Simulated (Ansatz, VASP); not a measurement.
# ZnSiP2: VASP beside Ansatz

```xyz
8
Lattice="-2.6764 2.6764 5.2231 2.6764 -2.6764 5.2231 2.6764 2.6764 -5.2231" Properties=species:S:1:pos:R:3 pbc="T T T"
Zn    0.0000    0.0000    0.0000
Zn    0.0000    2.6764    2.6115
Si    0.0000    0.0000    5.2231
Si    2.6764    0.0000    2.6115
P     1.4161    1.3382    1.3058
P     1.2604    1.3382    6.5289
P     1.3382    3.9368   -1.3058
P     1.3382   -1.2604    3.9173
```

Alike in both runs: functional PBEsol; k mesh 8 × 8 × 8; occupations gaussian, width 0.02 eV; no spin polarisation.

Ansatz relaxed the structure, and its values are those at the end. VASP's run is a single point on that final structure, the one shown.

|  | VASP | Ansatz |
| --- | --- | --- |
| version | VASP 6.6.1 | Ansatz 0.2.0 |
| potentials or method | VASP PAW PBE potentials, release 64 (Zn, Si, P), cutoff 520 eV | scalar-relativistic, plane waves, PAW |
| valence electrons in the cell | 52 | 52 |

|  | VASP | Ansatz | Ansatz less VASP |
| --- | --- | --- | --- |
| gap on the k mesh at the Fermi level (eV) | 1.16 | 1.16 | -0.001 |
| least direct gap on the mesh (eV) | 1.16 | 1.16 | -0.001 |
| pressure (GPa) | 0.1 | 0.0 | -0.14 |
| rms of the force components (eV/Å) | 0.007 | 0.000 | -0.0064 |

VASP's potentials were made for PBE, not for PBEsol. The functional is the same, so the differences come from potentials, cutoffs and numerics.
